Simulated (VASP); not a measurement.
# CsI (Pm-3m) in VASP: notebook, part 2 of 2

VASP 6.6.1. The steps go on from the part before.

## 5. Single point, r2SCAN (46.02 Å³/atom)

This run uses another cell than the first one, of 46.02 Å³/atom.

POSCAR reads:

```
CsI
1.0
    4.5149220656      0.0000000000      0.0000000000
    0.0000000000      4.5149220656      0.0000000000
    0.0000000000      0.0000000000      4.5149220656
Cs I
1 1
Direct
    0.0000000000      0.0000000000      0.0000000000
    0.5000000000      0.5000000000      0.5000000000
```

INCAR.step1 reads:

```
PREC = Accurate
ENCUT = 550
ISMEAR = 0
SIGMA = 0.02
LREAL = False
LASPH = True
NELM = 120
NBANDS = 15
GGA = PE
ALGO = Normal
EDIFF = 1E-5
LWAVE = True
LCHARG = False
GGA_COMPAT = False
```

INCAR.step2 reads:

```
PREC = Accurate
ENCUT = 550
EDIFF = 1E-6
ISMEAR = 0
SIGMA = 0.02
LREAL = False
LASPH = True
NELM = 120
ALGO = Normal
ISIF = 2
LWAVE = False
LCHARG = True
METAGGA = R2SCAN
LMIXTAU = True
LELF = True
LVHAR = True
NBANDS = 15
ISTART = 1
GGA_COMPAT = False
```

KPOINTS reads:

```
regular mesh
0
Gamma
  6 6 6
```

Potentials or basis: VASP PAW PBE potentials, release 64 (Cs_sv, I).

Started as:

```console
> cat potpaw_PBE.64/Cs_sv/POTCAR potpaw_PBE.64/I/POTCAR > POTCAR
> cp INCAR.step1 INCAR
> mpirun -np 1 vasp_std > vasp.out
> cp INCAR.step2 INCAR
> mpirun -np 1 vasp_std > vasp.out
```

OUTCAR:

```text
PREC = Accurate
   ENCUT = 550
   EDIFF = 1E-6
   ISMEAR = 0
   LREAL = False
   LASPH = True
   NELM = 120
   ISIF = 2
   METAGGA = R2SCAN
   ISTART = 1

 ion  position               nearest neighbor table
   1  0.000  0.000  0.000-
   2  0.500  0.500  0.500-

  LATTYP: Found a simple cubic cell.
 ALAT       =     4.5149220656

  Lattice vectors:

 A1 = (   4.5149220656,   0.0000000000,   0.0000000000)
 A2 = (   0.0000000000,   4.5149220656,   0.0000000000)
 A3 = (   0.0000000000,   0.0000000000,   4.5149220656)

Analysis of symmetry for initial positions (statically):
=====================================================================
 Subroutine PRICEL returns:
 Original cell was already a primitive cell.

 Routine SETGRP: Setting up the symmetry group for a
 simple cubic supercell.

 Subroutine GETGRP returns: Found 48 space group operations
 (whereof 48 operations were pure point group operations)
 out of a pool of 48 trial point group operations.

The static configuration has the point symmetry O_h .

Analysis of symmetry for dynamics (positions and initial velocities):
=====================================================================
 Subroutine PRICEL returns:
 Original cell was already a primitive cell.

 Routine SETGRP: Setting up the symmetry group for a
 simple cubic supercell.

 Subroutine GETGRP returns: Found 48 space group operations
 (whereof 48 operations were pure point group operations)
 out of a pool of 48 trial point group operations.

The dynamic configuration has the point symmetry O_h .

 Subroutine INISYM returns: Found 48 space group operations
 (whereof 48 operations are pure point group operations),
 and found     1 'primitive' translations

----------------------------------------------------------------------------------------

[... 114 lines left out ...]
   AEXX    =    0.0000 exact exchange contribution
   IVDW    =     0    specifies the selected vdW correction
   LEPSILON=     F    determine dielectric tensor
   LRPA    =     F    only Hartree local field effects (RPA)
 non-spin polarized calculation
 Gauss-broadening in eV      SIGMA  =   0.02
  energy-cutoff  :      550.00
  volume of cell :       92.03
 maximum number of plane-waves:      2730
 NGX is ok and might be reduce to    36
   NGX = 17   NGY = 17   NGZ = 17

 number of electron      16.0000000 magnetization

 Free energy of the ion-electron system (eV)
  ---------------------------------------------------
  ext. energy  EPLUGINS =         0.00000000
  ---------------------------------------------------
  free energy    TOTEN  =       -53.10813980 eV

  energy without entropy =      -53.10813980  energy(sigma->0) =      -53.10813980

 E-fermi :   0.8685     XC(G=0):  -8.2760

 val. band max:        0.7224980691   @ k =   0.5000   0.5000   0.0000
 cond. band min:       5.2788297529   @ k =   0.0000   0.0000   0.0000
 fundamental gap:      4.5563316838
 Fermi energy:         0.8685274111

 k-point     1 :       0.0000    0.0000    0.0000
  band No.  band energies     occupation
      1     -20.2014      2.00000
      2     -10.2991      2.00000
      3      -6.5238      2.00000
      4      -6.5238      2.00000
      5      -6.5238      2.00000
      6       0.6410      2.00000
      7       0.6410      2.00000
      8       0.6410      2.00000
      9       5.2788      0.00000
     10       5.2788      0.00000
     11       5.4552      0.00000
     12       9.1927      0.00000
     13       9.1927      0.00000
     14       9.1927      0.00000
[... 329 lines left out ...]
      2      -9.9770      2.00000
      3      -6.7997      2.00000
      4      -6.7997      2.00000
      5      -6.7997      2.00000
      6      -0.6842      2.00000
      7      -0.6842      2.00000
      8      -0.6842      2.00000
      9       8.5906      0.00000
     10       8.5906      0.00000
     11       8.5906      0.00000
     12       9.4172      0.00000
     13       9.4172      0.00000
     14       9.4172      0.00000
     15      11.2871      0.00000

------------------------ aborting loop because EDIFF is reached ----------------------------------------

  FORCE on cell =-STRESS in cart. coord.  units (eV):
  Direction    XX          YY          ZZ          XY          YZ          ZX
  --------------------------------------------------------------------------------------
  -------------------------------------------------------------------------------------
  Total        0.5449037      0.5449037      0.5449037      0.0000000      0.0000000      0.0000000
  in kB        9.4859227      9.4859227      9.4859227      0.0000000      0.0000000      0.0000000
  external PRESSURE =       9.4859227 kB  Pullay stress =       0.0000000 kB

 VOLUME and BASIS-vectors are now :
 -----------------------------------------------------------------------------
  energy-cutoff  :      550.00
  volume of cell :       92.03
      direct lattice vectors                 reciprocal lattice vectors
     4.514922066  0.000000000  0.000000000     0.221487766  0.000000000  0.000000000
     0.000000000  4.514922066  0.000000000     0.000000000  0.221487766  0.000000000
     0.000000000  0.000000000  4.514922066     0.000000000  0.000000000  0.221487766

 POSITION                                       TOTAL-FORCE (eV/Angst)
 -----------------------------------------------------------------------------------
      0.00000      0.00000      0.00000         0.000000      0.000000      0.000000
      2.25746      2.25746      2.25746         0.000000      0.000000      0.000000
 -----------------------------------------------------------------------------------
    total drift:                               -0.000000      0.000000      0.000000

  FREE ENERGIE OF THE ION-ELECTRON SYSTEM (eV)
  ---------------------------------------------------
  free  energy   TOTEN  =       -53.1081397979 eV

  energy  without entropy=      -53.1081397979  energy(sigma->0) =      -53.10813980
```

Wall time 2.4 min (1 thread of Intel Xeon 8259CL, shared host); peak memory 0.22 GiB.

Results:

```
Free energy            : -53.1081 eV
Pressure               : 0.9 GPa
Band gap on the k mesh : 4.56 eV (least direct gap 4.64 eV)
```

Caveat: the PAW data sets were made with another functional, which shifts forces and pressure a little; spin-orbit coupling is left out, which moves the levels of the heavy elements. r2SCAN opens gaps a little over a GGA but as a rule still falls short of measured ones.

## 6. Single point, r2SCAN (47.49 Å³/atom)

This run uses another cell than the first one, of 47.49 Å³/atom.

POSCAR reads:

```
CsI
1.0
    4.5624510538      0.0000000000      0.0000000000
    0.0000000000      4.5624510538      0.0000000000
    0.0000000000      0.0000000000      4.5624510538
Cs I
1 1
Direct
    0.0000000000      0.0000000000      0.0000000000
    0.5000000000      0.5000000000      0.5000000000
```

INCAR.step1 reads:

```
PREC = Accurate
ENCUT = 550
ISMEAR = 0
SIGMA = 0.02
LREAL = F
LASPH = T
NELM = 120
NBANDS = 15
GGA = PE
ALGO = Normal
EDIFF = 1E-5
LWAVE = T
LCHARG = F
GGA_COMPAT = F
```

INCAR.step2 reads:

```
PREC = Accurate
ENCUT = 550
EDIFF = 1E-6
ISMEAR = 0
SIGMA = 0.02
LREAL = F
LASPH = T
NELM = 120
ALGO = Normal
ISIF = 2
LWAVE = F
LCHARG = F
METAGGA = R2SCAN
LMIXTAU = T
NBANDS = 15
ISTART = 1
GGA_COMPAT = F
```

KPOINTS is that of step 5.

Potentials or basis: VASP PAW PBE potentials, release 64 (Cs_sv, I).

Started as:

```console
> cat potpaw_PBE.64/Cs_sv/POTCAR potpaw_PBE.64/I/POTCAR > POTCAR
> cp INCAR.step1 INCAR
> mpirun -np 1 vasp_std > vasp.out
> cp INCAR.step2 INCAR
> mpirun -np 1 vasp_std > vasp.out
```

Run time: 2.2 min. Hardware: 1 thread of Intel Xeon 8259CL, shared host; peak memory 0.23 GiB.

It converged, with:

```
Free energy            : -53.1211 eV
Pressure               : 0.5 GPa
Band gap on the k mesh : 4.61 eV (least direct gap 4.69 eV)
```

Levels at points of the mesh, in eV from the valence-band top:
```
           k point  band 6  band 7  band 8  band 9  band 10  band 11
(0.00, 0.00, 0.00)   -0.09   -0.09   -0.09    4.61     4.61     4.61
(0.50, 0.00, 0.00)   -1.56   -0.24   -0.24    5.66     7.16     7.35
(0.50, 0.50, 0.00)   -0.88   -0.88    0.00    4.76     5.52     6.67
(0.50, 0.50, 0.50)   -1.33   -1.33   -1.33    7.76     7.76     7.76
```

Caveat: the PAW data sets were made with another functional, which shifts forces and pressure a little; spin-orbit coupling is left out, which moves the levels of the heavy elements.

## 7. Overview

| cell | gap on the mesh (eV) | pressure (GPa) |
| --- | --- | --- |
| a = 4.417 Å, 2 atoms | 4.44 | 2.3 |
| a = 4.466 Å, 2 atoms | 4.50 | 1.5 |
| a = 4.758 Å, 2 atoms | 4.19 | -0.9 |
| a = 4.515 Å, 2 atoms | 4.56 | 0.9 |
| a = 4.562 Å, 2 atoms | 4.61 | 0.5 |

Alike in all rows: task single point; level r2SCAN; potentials or basis VASP PAW PBE potentials, release 64 (Cs_sv, I); no spin polarisation; k mesh 6 × 6 × 6; cutoff (eV) 550; smearing gaussian 0.02 eV.

Caveats: the PAW data sets were made with another functional, which shifts forces and pressure a little; spin-orbit coupling is left out, which moves the levels of the heavy elements.

Total energies depend on the potentials used, so only differences within one code and one set of settings carry meaning.
